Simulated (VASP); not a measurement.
Wanted: the native input for a VASP 6.6.1 run.

```yaml
Task: single point
Functional: PBE
Potentials_or_basis: VASP PAW PBE potentials, release 64 (Al, C)
Cutoff: 520 eV
k_mesh: 6 × 6 × 6
Occupations: gaussian, width 0.1 eV
Spin: no spin polarisation
Dipole_correction: no
Further_INCAR_settings: ALGO = Normal; EDIFF = 1e-07; NBANDS = 20
```

The structure of AlC2 lies in POSCAR:

```
AlC2
1.0
   -2.6387889762      2.6387889762      2.1965309974
    2.6387889762     -2.6387889762      2.1965309974
    2.6387889762      2.6387889762     -2.1965309974
Al C
2 4
Direct
    0.2500000000      0.2500000000      0.0000000000
    0.7500000000      0.7500000000      0.0000000000
    0.6670000000      0.1670000000      0.8340000000
    0.1670000000      0.3330000000      0.5000000000
    0.3330000000      0.8330000000      0.1660000000
    0.8330000000      0.6670000000      0.5000000000
```

The input as run:

INCAR

```
PREC     = Accurate       # precision mode
ENCUT    = 520            # plane-wave cutoff, eV
EDIFF    = 1E-7           # SCF threshold, eV
ISMEAR   = 0              # smearing method
SIGMA    = 0.1            # smearing width, eV
LREAL    = F              # projectors in reciprocal space
LASPH    = T              # aspherical terms in the spheres
NELM     = 100            # most SCF steps
ALGO     = Normal         # electronic algorithm
ISIF     = 2              # what is computed and relaxed
LWAVE    = F              # write WAVECAR
LCHARG   = F              # write CHGCAR
GGA      = PE             # functional
NBANDS   = 20             # bands
```

KPOINTS

```
regular mesh
0
Gamma
  6 6 6
```

Potentials or basis: VASP PAW PBE potentials, release 64 (Al, C).

Command:

```bash
$ cat potpaw_PBE.64/Al/POTCAR potpaw_PBE.64/C/POTCAR > POTCAR
$ mpirun -np 1 vasp_std > vasp.out
```

Results of the run:

```json
{"Pressure": "-5.8 GPa", "Largest force": "0.307 eV/Å", "Band gap on the k mesh": "zero (bands 11 and 12 overlap by 1.94 eV)"}
```

Caveat: the stress differs along the axes, from -25 to 33 GPa.

It took 37 s on 1 thread of AMD EPYC 7R13 (shared host), peak memory 0.18 GiB.
